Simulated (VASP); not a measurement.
# HfO2 (Fm-3m) in VASP: notebook, part 2 of 2

VASP 6.6.1. Earlier steps stand in the parts before.

## (3) Relaxation of cell and atoms, PBEsol, target pressure 6 GPa, at which the enthalpy is minimised

This run uses another cell than the first one, of 10.69 Å³/atom.

Contents of INCAR:

```
ALGO     = Normal         # electronic algorithm
EDIFF    = 1E-7           # SCF threshold, eV
EDIFFG   = -0.001         # ionic threshold
ENCUT    = 600            # plane-wave cutoff, eV
GGA      = PS             # functional
IBRION   = 2              # ionic algorithm
ISIF     = 3              # what is computed and relaxed
ISMEAR   = 0              # smearing method
LASPH    = True           # aspherical terms in the spheres
LCHARG   = False          # write CHGCAR
LREAL    = False          # projectors in reciprocal space
LWAVE    = False          # write WAVECAR
NELM     = 80             # most SCF steps
NSW      = 80             # ionic steps
PREC     = Accurate       # precision mode
PSTRESS  = 60.0         
SIGMA    = 0.01           # smearing width, eV
```

Contents of KPOINTS:

```
k-points
0
Gamma
  8 8 8
```

Contents of POSCAR:

```
HfO2
1.0
    0.0000000000      2.5218796372      2.5218796372
    2.5218796372      0.0000000000      2.5218796372
    2.5218796372      2.5218796372      0.0000000000
Hf O
1 2
Direct
    0.0000000000      0.0000000000      0.0000000000
    0.2500000000      0.2500000000      0.2500000000
    0.7500000000      0.7500000000      0.7500000000
```

Potentials or basis: VASP PAW PBE potentials, release 64 (Hf_pv, O).

Command:

```console
$ cat potpaw_PBE.64/Hf_pv/POTCAR potpaw_PBE.64/O/POTCAR > POTCAR
$ mpirun -np 1 vasp_std > vasp.out
```

OUTCAR:

```text
EDIFF = 1E-7
   EDIFFG = -0.001
   ENCUT = 600
   GGA = PS
   IBRION = 2
   ISIF = 3
   ISMEAR = 0
   LASPH = True
   LREAL = False
   NELM = 80
   NSW = 80
   PREC = Accurate
   PSTRESS = 60.0

 ion  position               nearest neighbor table
   1  0.000  0.000  0.000-   2 2.18   3 2.18   3 2.18   3 2.18   3 2.18   2 2.18   2 2.18   2 2.18

   2  0.250  0.250  0.250-   1 2.18   1 2.18   1 2.18   1 2.18
   3  0.750  0.750  0.750-   1 2.18   1 2.18   1 2.18   1 2.18

  LATTYP: Found a face centered cubic cell.
 ALAT       =     5.0437592744

  Lattice vectors:

 A1 = (   0.0000000000,   2.5218796372,   2.5218796372)
 A2 = (   2.5218796372,   0.0000000000,   2.5218796372)
 A3 = (   2.5218796372,   2.5218796372,   0.0000000000)

Analysis of symmetry for initial positions (statically):
[... 390 lines left out ...]
      1     -24.8130      2.00000
      2     -24.8130      2.00000
      3     -24.8130      2.00000
      4     -14.4380      2.00000
      5     -11.0707      2.00000
      6      -1.1486      2.00000
      7      -1.1486      2.00000
      8      -1.1485      2.00000
      9       3.9389      2.00000
     10       3.9389      2.00000
     11       3.9389      2.00000
     12       8.4763      0.00000
     13       8.4763      0.00000
     14      10.6396      0.00000
[... 401 lines left out ...]
      2     -25.0389      2.00000
      3     -24.9125      2.00000
      4     -12.6686      2.00000
      5     -11.9933      2.00000
      6      -0.5796      2.00000
      7      -0.1505      2.00000
      8       0.8194      2.00000
      9       2.2463      2.00000
     10       3.1368      2.00000
     11       3.2798      2.00000
     12       9.2665      0.00000
     13       9.7355      0.00000
     14      12.0234      0.00000
     15      13.0928      0.00000

 [... further k-points ...]

------------------------ aborting loop because EDIFF is reached ----------------------------------------

  FORCE on cell =-STRESS in cart. coord.  units (eV):
  Direction    XX          YY          ZZ          XY          YZ          ZX
  --------------------------------------------------------------------------------------
  -------------------------------------------------------------------------------------
  Total        1.1587522      1.1587522      1.1587522      0.0000000      0.0000000     -0.0000000
  in kB       59.9995785     59.9995785     59.9995785      0.0000000      0.0000000     -0.0000000
  external PRESSURE =      -0.0004215 kB  Pullay stress =      60.0000000 kB
[... 22 lines left out ...]
  energy  without entropy=      -31.6309885141  energy(sigma->0) =      -31.63098851

  enthalpy is  TOTEN    =       -30.4722281526 eV   P V=        1.1587603615

 reached required accuracy - stopping structural energy minimisation
```

OSZICAR:

```text
N       E                     dE             d eps       ncg     rms          rms(c)
DAV:   1     0.109769530986E+03    0.10977E+03   -0.14099E+04   870   0.163E+03
DAV:   2    -0.328362493707E+02   -0.14261E+03   -0.14021E+03  1138   0.343E+02
DAV:   3    -0.368437404504E+02   -0.40075E+01   -0.40043E+01  1143   0.563E+01
DAV:   4    -0.368667725937E+02   -0.23032E-01   -0.23029E-01  1080   0.453E+00
[... 50 lines left out ...]
       N       E                     dE             d eps       ncg     rms          rms(c)
DAV:   1    -0.316309892684E+02    0.98936E-04   -0.20045E-05   975   0.441E-02    0.150E-02
DAV:   2    -0.316309886158E+02    0.65262E-06   -0.29198E-06   947   0.133E-02    0.472E-03
DAV:   3    -0.316309885155E+02    0.10031E-06   -0.12832E-07   701   0.347E-03    0.293E-03
DAV:   4    -0.316309885141E+02    0.13893E-08   -0.96689E-08   491   0.276E-03
   6 F= -.30472228E+02 E0= -.30472228E+02  d E =-.389257E-07
```

CONTCAR:

```text
HfO2
   1.00000000000000
     0.0000000000000000    2.4917682951794893    2.4917682951794893
     2.4917682951794893    0.0000000000000000    2.4917682951794893
     2.4917682951794893    2.4917682951794893   -0.0000000000000000
  Hf              O
     1     2
Direct
     1.0000000000000000    0.0000000000000000    1.0000000000000000
     0.2500000000000000    0.2500000000000000    0.2500000000000000
     0.7500000000000000    0.7500000000000000    0.7500000000000000

  0.00000000E+00  0.00000000E+00  0.00000000E+00
  0.00000000E+00  0.00000000E+00  0.00000000E+00
  0.00000000E+00  0.00000000E+00  0.00000000E+00
```

Run time: 1.9 min. Hardware: 1 thread of Intel Xeon 8259CL, shared host; peak memory 0.18 GiB.

Results:

```
Free energy                                                : -31.6310 eV
Relaxed volume                                             : 10.31 Å³/atom
Relaxed cell                                               : a = 3.524 Å, b = 3.524 Å, c = 3.524 Å, α = 60.00°, β = 60.00°, γ = 60.00°
Space group after relaxing (to 0.1 Å)                      : Fm-3m (No. 225)
Energy change on relaxing (the run minimises the enthalpy) : +2.1 meV/atom
Ionic steps                                                : 6
Pressure after relaxing                                    : 6.0 GPa
Band gap on the k mesh                                     : 3.80 eV
```

Step by step:
| step | energy change (eV) | largest force (eV/Å) | pressure (GPa) | volume (Å³) |
| --- | --- | --- | --- | --- |
| 1 | 0.0000 | 0.0000 | -3.93 | 32.08 |
| 2 | 0.1885 | 0.0000 | 26.78 | 29.10 |
| 3 | 0.0055 | 0.0000 | 5.81 | 30.96 |
| 4 | 0.0063 | 0.0000 | 6.02 | 30.94 |
| 5 | 0.0061 | 0.0000 | 5.98 | 30.94 |
| 6 | 0.0062 | 0.0000 | 6.00 | 30.94 |

Final structure:
```xyz
3
Lattice="0.0000 2.4918 2.4918 2.4918 0.0000 2.4918 2.4918 2.4918 0.0000" Properties=species:S:1:pos:R:3 pbc="T T T"
Hf    2.4918    4.9835    2.4918
O     1.2459    1.2459    1.2459
O     3.7377    3.7377    3.7377
```

Caveat: the cell is relaxed towards a set pressure, so the run minimises the enthalpy, not the energy; the PAW data sets were made with another functional, which shifts forces and pressure a little; spin-orbit coupling is left out, which moves the levels of the heavy elements. A k mesh can miss the band edges.

## (4) Single point, PBEsol (strained)

Contents of INCAR:

```
SYSTEM = HfO2
PREC     = Accurate       ! precision mode
ENCUT    = 520            ! plane-wave cutoff, eV
EDIFF    = 1E-7           ! SCF threshold, eV
ISMEAR   = 0              ! smearing method
SIGMA    = 0.02           ! smearing width, eV
LREAL    = .FALSE.        ! projectors in reciprocal space
LASPH    = .TRUE.         ! aspherical terms in the spheres
NELM     = 60             ! most SCF steps
ALGO     = Normal         ! electronic algorithm
ISIF     = 2              ! what is computed and relaxed
LWAVE    = .FALSE.        ! write WAVECAR
LCHARG   = .FALSE.        ! write CHGCAR
GGA      = PS             ! functional
NBANDS   = 18             ! bands
```

Contents of KPOINTS:

```
Automatic mesh
0
G
  8 8 8
  0 0 0
```

Contents of POSCAR:

```
HfO2
1.0
    0.0000000000      2.5034600250      2.5034600250
    2.5034600250      0.0000000000      2.5034600250
    2.5034600250      2.5034600250      0.0000000000
Hf O
1 2
Direct
    0.0000000000      0.0000000000      0.0000000000
    0.2500000000      0.2500000000      0.2500000000
    0.7500000000      0.7500000000      0.7500000000
```

Potentials or basis: VASP PAW PBE potentials, release 64 (Hf_pv, O).

Command:

```console
$ cat potpaw_PBE.64/Hf_pv/POTCAR potpaw_PBE.64/O/POTCAR > POTCAR
$ mpirun -np 1 vasp_std > vasp.out
```

OUTCAR:

```text
SYSTEM = HfO2
   PREC = Accurate
   ENCUT = 520
   EDIFF = 1E-7
   ISMEAR = 0
   LREAL = .FALSE.
   LASPH = .TRUE.
   NELM = 60
   ISIF = 2
   GGA = PS

 ion  position               nearest neighbor table
   1  0.000  0.000  0.000-   3 2.17   3 2.17   3 2.17   2 2.17   3 2.17   2 2.17   2 2.17   2 2.17

   2  0.250  0.250  0.250-   1 2.17   1 2.17   1 2.17   1 2.17
   3  0.750  0.750  0.750-   1 2.17   1 2.17   1 2.17   1 2.17

  LATTYP: Found a face centered cubic cell.
 ALAT       =     5.0069200500

[... 697 lines left out ...]

  FORCE on cell =-STRESS in cart. coord.  units (eV):
  Direction    XX          YY          ZZ          XY          YZ          ZX
  --------------------------------------------------------------------------------------
  -------------------------------------------------------------------------------------
  Total        0.4299485      0.4299485      0.4299485     -0.0000000     -0.0000000      0.0000000
  in kB       21.9520462     21.9520462     21.9520462     -0.0000000     -0.0000000      0.0000000
  external PRESSURE =      21.9520462 kB  Pullay stress =       0.0000000 kB

 VOLUME and BASIS-vectors are now :
 -----------------------------------------------------------------------------
  energy-cutoff  :      520.00
  volume of cell :       31.38
      direct lattice vectors                 reciprocal lattice vectors
     0.000000000  2.503460025  2.503460025    -0.199723581  0.199723581  0.199723581
     2.503460025  0.000000000  2.503460025     0.199723581 -0.199723581  0.199723581
     2.503460025  2.503460025  0.000000000     0.199723581  0.199723581 -0.199723581

 POSITION                                       TOTAL-FORCE (eV/Angst)
 -----------------------------------------------------------------------------------
      0.00000      0.00000      0.00000        -0.000000      0.000000      0.000000
      1.25173      1.25173      1.25173        -0.000000     -0.000000     -0.000000
      3.75519      3.75519      3.75519         0.000000      0.000000      0.000000
 -----------------------------------------------------------------------------------
    total drift:                                0.000000      0.000000      0.000000

  FREE ENERGIE OF THE ION-ELECTRON SYSTEM (eV)
  ---------------------------------------------------
  free  energy   TOTEN  =       -31.6348806056 eV

  energy  without entropy=      -31.6348806056  energy(sigma->0) =      -31.63488061
```

OSZICAR:

```text
N       E                     dE             d eps       ncg     rms          rms(c)
DAV:   1     0.899338198226E+02    0.89934E+02   -0.12727E+04  1044   0.122E+03
DAV:   2    -0.329373153220E+02   -0.12287E+03   -0.11902E+03  1380   0.291E+02
DAV:   3    -0.368150065793E+02   -0.38777E+01   -0.38648E+01  1224   0.452E+01
DAV:   4    -0.368354726784E+02   -0.20466E-01   -0.20461E-01  1264   0.373E+00
DAV:   5    -0.368355902183E+02   -0.11754E-03   -0.11754E-03  1166   0.263E-01    0.532E+01
DAV:   6    -0.317905098936E+02    0.50451E+01   -0.17600E+01  1080   0.307E+01    0.445E+01
DAV:   7    -0.316785076911E+02    0.11200E+00   -0.63227E-01  1204   0.658E+00    0.293E+01
DAV:   8    -0.316507282664E+02    0.27779E-01   -0.21047E-01  1148   0.419E+00    0.797E+00
DAV:   9    -0.316351049595E+02    0.15623E-01   -0.51534E-02  1138   0.186E+00    0.272E+00
DAV:  10    -0.316348585418E+02    0.24642E-03   -0.27834E-03  1156   0.403E-01    0.220E-01
DAV:  11    -0.316348786341E+02   -0.20092E-04   -0.12706E-04  1176   0.100E-01    0.157E-01
DAV:  12    -0.316348801713E+02   -0.15372E-05   -0.13234E-05  1174   0.262E-02    0.577E-03
DAV:  13    -0.316348805502E+02   -0.37888E-06   -0.62284E-07  1236   0.624E-03    0.190E-03
DAV:  14    -0.316348806056E+02   -0.55431E-07   -0.27678E-08   846   0.116E-03
   1 F= -.31634881E+02 E0= -.31634881E+02  d E =-.133638E-13
```

It took 17 s on 1 thread of Intel Xeon 8259CL, shared host; peak memory 0.16 GiB.

What came out:

- Free energy: -31.6349 eV
- Pressure: 2.2 GPa
- Band gap on the k mesh: 3.77 eV

Caveat: the cell differs from its parent crystal (strained); the PAW data sets were made with another functional, which shifts forces and pressure a little; spin-orbit coupling is left out, which moves the levels of the heavy elements.

## (5) Single point, PBEsol (strained)

Contents of INCAR:

```
SYSTEM = HfO2
ALGO = Normal ; EDIFF = 1E-7
ENCUT = 520 ; GGA = PS
ISIF = 2 ; ISMEAR = 0
LASPH = .TRUE. ; LCHARG = .FALSE.
LREAL = .FALSE. ; LWAVE = .FALSE.
NBANDS = 18 ; NELM = 100
PREC = Accurate ; SIGMA = 0.02
```

Contents of KPOINTS:

```
k-points
0
G
  8 8 8
  0 0 0
```

Contents of POSCAR:

```
HfO2
1.0
    0.0000000000      2.5236898500      2.5236898500
    2.5236898500      0.0000000000      2.5236898500
    2.5236898500      2.5236898500      0.0000000000
Hf O
1 2
Direct
    0.0000000000      0.0000000000      0.0000000000
    0.2500000000      0.2500000000      0.2500000000
    0.7500000000      0.7500000000      0.7500000000
```

Command:

```console
$ cat potpaw_PBE.64/Hf_pv/POTCAR potpaw_PBE.64/O/POTCAR > POTCAR
$ mpirun -np 1 vasp_std > vasp.out
```

Run time: 21 s. Hardware: 1 thread of Intel Xeon 8259CL, shared host; peak memory 0.17 GiB.

The run converged. Its results:

- Free energy: -31.6308 eV
- Pressure: -4.3 GPa
- Band gap on the k mesh: 3.71 eV

Levels at points of the mesh, in eV from the valence-band top:
```tsv
k point	band 7	band 8	band 9	band 10	band 11	band 12	band 13	band 14	band 15	band 16
(0.00, 0.00, 0.00)	-5.48	-5.48	-0.62	-0.62	-0.62	3.81	3.81	5.75	10.59	10.59
(0.50, 0.00, 0.00)	-4.43	-3.11	-2.81	-1.87	-1.87	4.57	4.57	7.08	8.88	9.51
(0.50, 0.50, 0.00)	-3.53	-3.53	-1.57	-1.57	0.00	3.71	5.50	6.72	8.25	8.25
```

Caveat: the cell differs from its parent crystal (strained); the cell stands under tension; the PAW data sets were made with another functional, which shifts forces and pressure a little; spin-orbit coupling is left out, which moves the levels of the heavy elements.

## (6) Overview

```tsv
task	cell	cutoff (eV)	smearing	gap on the mesh (eV)	pressure (GPa)
single point	a = 3.541 Å, angles 60.0°, 3 atoms	520	gaussian 0.01 eV	3.77	2.1
relaxation of cell and atoms	relaxed to 6 GPa from a = 3.566 Å, angles 60.0°, 3 atoms	600	gaussian 0.01 eV	3.80	6.0
single point	a = 3.540 Å, angles 60.0°, 3 atoms	520	gaussian 0.02 eV	3.77	2.2
single point	a = 3.569 Å, angles 60.0°, 3 atoms	520	gaussian 0.02 eV	3.71	-4.3
```

Alike in all rows: level PBEsol; potentials or basis VASP PAW PBE potentials, release 64 (Hf_pv, O); no spin polarisation; k mesh 8 × 8 × 8.

Caveats: the PAW data sets were made with another functional, which shifts forces and pressure a little; spin-orbit coupling is left out, which moves the levels of the heavy elements; the cell is relaxed towards a set pressure, so the run minimises the enthalpy, not the energy (at least some runs); the cell stands under tension (at least some runs).

Absolute energies hang on the potentials; compare differences alone.
